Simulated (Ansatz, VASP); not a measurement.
BeS in VASP and in Ansatz

```
CELL_PARAMETERS angstrom
0.00000 2.39803 2.39803
2.39803 0.00000 2.39803
2.39803 2.39803 0.00000
ATOMIC_POSITIONS crystal
Be 0.00000 0.00000 0.00000
S 0.25000 0.25000 0.25000
```

Alike in both runs: functional LDA; k mesh 8 × 8 × 8; occupations gaussian, width 0.02 eV; no spin polarisation.

Ansatz relaxed the structure, and its values are those at the end. VASP's run is a single point on that final structure, the one shown.

|  | VASP | Ansatz |
| --- | --- | --- |
| version | VASP 6.6.1 | Ansatz 0.2.0 |
| potentials or method | VASP PAW LDA potentials, release 64 (Be, S), cutoff 600 eV | scalar-relativistic, plane waves, PAW |
| valence electrons in the cell | 8 | 8 |

Ansatz gave:

| Quantity | Value |
| --- | --- |
| gap on the k mesh at the Fermi level (eV) | 2.83 |
| least direct gap on the mesh (eV) | 5.50 |
| pressure (GPa) | 0.0 |

Problem. Estimate VASP's values.

Solution. gap on the k mesh at the Fermi level (eV): 2.83; least direct gap on the mesh (eV): 5.53; pressure (GPa): 0.1.

Ansatz warns that its potentials were made for another functional, while VASP's fit it. LDA's correlation is that of Perdew and Zunger in VASP and of Perdew and Wang (1992) in Ansatz.
